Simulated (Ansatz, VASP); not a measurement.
CdBi3O: VASP beside Ansatz

File INCAR:

```
PREC = Accurate ; ENCUT = 600
EDIFF = 1E-7 ; ISMEAR = 0
SIGMA = 0.1 ; LREAL = F
LASPH = T ; NELM = 120
ALGO = Normal ; ISIF = 3
LWAVE = F ; LCHARG = F
GGA = PE ; IBRION = 2
NSW = 90 ; EDIFFG = -0.04
GGA_COMPAT = F ; NELMIN = 4
```

The input KPOINTS:

```
regular mesh
0
Gamma
  4 4 4
```

File POSCAR:

```
CdBi3O
1.0
    5.3100584500      0.0000000000      0.0000000000
    0.0000000000      5.3100584500      0.0000000000
    0.0000000000      0.0000000000      5.3100584500
Cd Bi O
1 3 1
Direct
    0.0000000000      0.0000000000      0.0000000000
    0.0000000000      0.5000000000      0.5000000000
    0.5000000000      0.0000000000      0.5000000000
    0.5000000000      0.5000000000      0.0000000000
    0.5000000000      0.5000000000      0.5000000000
```

Input for Ansatz:

```yaml
crystal:
  lattice:
    - [5.31005845, 0.0, 0.0]
    - [0.0, 5.31005845, 0.0]
    - [0.0, 0.0, 5.31005845]
  atoms:
    - { symbol: Cd, position: [0.0, 0.0, 0.0] }
    - { symbol: Bi, position: [0.0, 0.5, 0.5] }
    - { symbol: Bi, position: [0.5, 0.0, 0.5] }
    - { symbol: Bi, position: [0.5, 0.5, 0.0] }
    - { symbol: O, position: [0.5, 0.5, 0.5] }
basis:
  ecutwfc: 420
kpoints:
  mp_grid: { grid: [4, 4, 4] }
hamiltonian:
  xc: pbe
scf:
  occupations: { method: gaussian, width: 0.1 }
  lower_state_search: "off"
output:
  forces: true
  stress: true
  eigenvalues: true
relax:
  adjacent_minimum: "off"
  f_tol: 0.04
  max_steps: 70
  cell: { stress_tol: 0.4 }
```

Alike in both runs: task relaxation of cell and atoms; functional PBE; k mesh 4 × 4 × 4; occupations gaussian, width 0.1 eV; no spin polarisation.

```csv
,VASP,Ansatz
version,VASP 6.6.1,Ansatz 0.2.0
potentials or method,"VASP PAW PBE potentials, release 64 (Cd, Bi_d, O), cutoff 600 eV","scalar-relativistic, plane waves, PAW"
valence electrons in the cell,63,71
```

Ansatz gave:

| Property | Result |
| --- | --- |
| gap on the k mesh at the Fermi level, each at its own relaxed structure (eV) | none |
| relaxed volume (Å³/atom) | 25.14 |
| relaxed length of the cell vector where the two differ most in proportion (Å) | 5.010 |

**Question.** What did VASP give for the same quantities?

**Answer.** gap on the k mesh at the Fermi level, each at its own relaxed structure (eV): none; relaxed volume (Å³/atom): 25.09; relaxed length of the cell vector where the two differ most in proportion (Å): 5.006.

A gap of «none» marks a metal or a gap that the smearing closes. VASP's potentials hold 63 valence electrons a cell and Ansatz's 71, so a difference there can come from the potentials and not from the codes.

Spin-orbit coupling is off throughout. Noted on VASP's run: the volume moved by over 15 % at a fixed basis, so the end points are rough.
